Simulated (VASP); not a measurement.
# TaN: electric field gradients with PBEsol

Crystal: TaN.

```
CELL_PARAMETERS angstrom
3.08811 0.00000 0.00000
-1.54406 2.67438 0.00000
0.00000 0.00000 4.98272
ATOMIC_POSITIONS crystal
Ta 0.00000 0.00000 0.00000
Ta 0.00000 0.00000 0.50000
N 0.33333 0.66667 0.25000
N 0.66667 0.33333 0.75000
```

This cell differs from its parent crystal: volume scaled by 1.04.

| Property | Result |
| --- | --- |
| Program | VASP 6.6.1 |
| Task | electric field gradients |
| Functional | PBEsol |
| Potentials or basis | VASP PAW PBE potentials, release 64 (Ta_pv, N) |
| Cutoff | 520 eV |
| k mesh | 9 × 9 × 5 |
| Occupations | fermi-dirac, width 0.01 eV |
| Spin | no spin polarisation |
| Dipole correction | no |
| Further INCAR settings | ALGO = Normal; EDIFF = 1e-08; NBANDS = 24 |

```
Pressure               : 31.0 GPa
Band gap on the k mesh : zero (band 16 reaches 9.94 eV, above the bottom of band 17 at 7.51 eV)
```

Stress tensor (GPa, compression positive):
```
 6.21  0.00  0.00
 0.00  6.21  0.00
 0.00  0.00 80.53
```

Levels at points of the mesh, in eV from the Fermi level:
```
           k point  band 13  band 14  band 15  band 16  band 17  band 18  band 19  band 20
(0.00, 0.00, 0.00)    -3.49    -3.49    -3.48    -1.75    -1.75    -0.60    -0.60     2.47
```

Electric field gradients, principal values (V/Å²):
| atom | least | middle | greatest (by size) |
| --- | --- | --- | --- |
| 1 Ta | 91.514 | 91.515 | -183.029 |
| 2 Ta | 91.514 | 91.515 | -183.029 |
| 3 N | -2.727 | -2.728 | 5.455 |
| 4 N | -2.727 | -2.728 | 5.455 |

It took 56 s on 1 thread of Intel Xeon 8259CL, with other jobs on the host, peak memory 0.17 GiB.

Caveat: without QUAD_EFG the Cq values of the log hold for a quadrupole moment of 1 mb, not for the nuclei; the PAW data sets were made with another functional, which shifts forces and pressure a little; spin-orbit coupling is left out, which moves the levels of the heavy elements.
